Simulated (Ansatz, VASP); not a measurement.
**Two plane-wave programs on HfB**

File INCAR:

```
PREC = Accurate
ENCUT = 500
EDIFF = 1E-6
ISMEAR = 0
SIGMA = 0.29
LREAL = False
LASPH = True
NELM = 200
ALGO = Normal
ISIF = 2
LWAVE = False
LCHARG = False
ISPIN = 2
MAGMOM = 0 0
LORBIT = 11
LMAXMIX = 4
GGA = PE
NBANDS = 18
GGA_COMPAT = False
```

File KPOINTS:

```
regular mesh
0
Gamma
  6 6 6
```

Contents of POSCAR:

```
HfB
1.0
    0.0000000000      2.3100000000      2.3100000000
    2.3100000000      0.0000000000      2.3100000000
    2.3100000000      2.3100000000      0.0000000000
Hf B
1 1
Direct
    0.5000000000      0.5000000000      0.5000000000
    0.0000000000      0.0000000000      0.0000000000
```

Input for Ansatz:

```yaml
crystal:
  lattice:
    - [0.0, 2.31, 2.31]
    - [2.31, 0.0, 2.31]
    - [2.31, 2.31, 0.0]
  atoms:
    - { symbol: Hf, position: [0.5, 0.5, 0.5] }
    - { symbol: B, position: [0.0, 0.0, 0.0] }
basis:
  ecutwfc: 420
kpoints:
  mp_grid: { grid: [6, 6, 6] }
hamiltonian:
  xc: pbe
scf:
  occupations: { method: gaussian, width: 0.29 }
output:
  forces: true
  stress: true
  eigenvalues: true
magnetization:
  spin_polarized: true
  initial_magnetization: 3.0
```

Alike in both runs: task single point; functional PBE; k mesh 6 × 6 × 6; occupations gaussian, width 0.29 eV; collinear spin.

|  | VASP | Ansatz |
| --- | --- | --- |
| version | VASP 6.6.1 | Ansatz 0.2.0 |
| potentials or method | VASP PAW PBE potentials, release 64 (Hf_pv, B), cutoff 500 eV | scalar-relativistic, plane waves, PAW |
| valence electrons in the cell | 13 | 29 |

|  | VASP | Ansatz | Ansatz less VASP |
| --- | --- | --- | --- |
| gap on the k mesh at the Fermi level (eV) | none | none | - |
| net moment per atom (μB) | 0.00 | 0.00 | 0.000 |

A gap of «none» marks a metal or a gap that the smearing closes. With one functional, cell and mesh, what is left measures potentials, basis and numerics. VASP's potentials hold 13 valence electrons a cell and Ansatz's 29, so a difference there can come from the potentials and not from the codes. Ansatz's warnings: given moment on shells, seeded moment not kept.

The k mesh is coarse, so the values compare programs but aren't converged. Spin-orbit coupling is off throughout.
